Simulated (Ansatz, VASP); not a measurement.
Two plane-wave programs on MgO

```
Mg O
1.0
     3.44344    0.00000    0.00000
    -1.72172    2.98211    0.00000
     0.00000    0.00000    4.66621
Mg O
2 2
Direct
  0.66667 0.33333 0.75000
  0.33333 0.66667 0.25000
  0.66667 0.33333 0.25000
  0.33333 0.66667 0.75000
```

Alike in both runs: task single point; functional PBEsol; k mesh 9 × 9 × 6; occupations gaussian, width 0.05 eV; no spin polarisation.

```csv
,VASP,Ansatz
version,VASP 6.6.1,Ansatz 0.2.0
potentials or method,"VASP PAW PBE potentials, release 64 (Mg, O), cutoff 520 eV","scalar-relativistic, plane waves, PAW"
valence electrons in the cell,16,32
```

Ansatz gave:

| Property | Result |
| --- | --- |
| gap on the k mesh at the Fermi level (eV) | 2.75 |
| least direct gap on the mesh (eV) | 2.75 |
| pressure (GPa) | -6.2 |
| traceless stress, the component that is largest in VASP (GPa) | -7.41 |

Question: What did VASP give for the same quantities?

Answer: gap on the k mesh at the Fermi level (eV): 2.74; least direct gap on the mesh (eV): 2.74; pressure (GPa): -6.6; traceless stress, the component that is largest in VASP (GPa): -7.45.

VASP's potentials were made for PBE, not for PBEsol, and Ansatz warns of the same on its side. The functional is the same, so the differences come from potentials, cutoffs and numerics. VASP's potentials hold 16 valence electrons a cell and Ansatz's 32, so a difference there can come from the potentials and not from the codes.
